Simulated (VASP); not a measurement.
Input of a VASP 6.6.1 run:

Contents of INCAR:

```
ALGO = Fast ; EDIFF = 1E-6
ENCUT = 520 ; GGA = PS
ISIF = 2 ; ISMEAR = 0
LASPH = True ; LCHARG = True
LELF = True ; LREAL = False
LVHAR = True ; LWAVE = False
NBANDS = 13 ; NELM = 100
PREC = Accurate ; SIGMA = 0.1
```

Contents of KPOINTS:

```
k-points
0
Gamma
  20 20 20
```

The input POSCAR:

```
Sn
1.0
    0.0000000000      2.3667511770      2.3667511770
    2.3667511770      0.0000000000      2.3667511770
    2.3667511770      2.3667511770      0.0000000000
Sn
1
Direct
    0.0000000000      0.0000000000      0.0000000000
```

Potentials or basis: VASP PAW PBE potentials, release 64 (Sn_d).

Run with:

```bash
$ cat potpaw_PBE.64/Sn_d/POTCAR > POTCAR
$ mpirun -np 1 vasp_std > vasp.out
```

Question: What does it give for the band gap on the k mesh?

Answer: Zero (band 7 reaches 16.17 eV, above the bottom of band 8 at 6.25 eV).

Question: Predict the pressure.

Answer: 0.0 GPa.

Caveat: the PAW data sets were made with another functional, which shifts forces and pressure a little; spin-orbit coupling is left out, which moves the levels of the heavy elements.
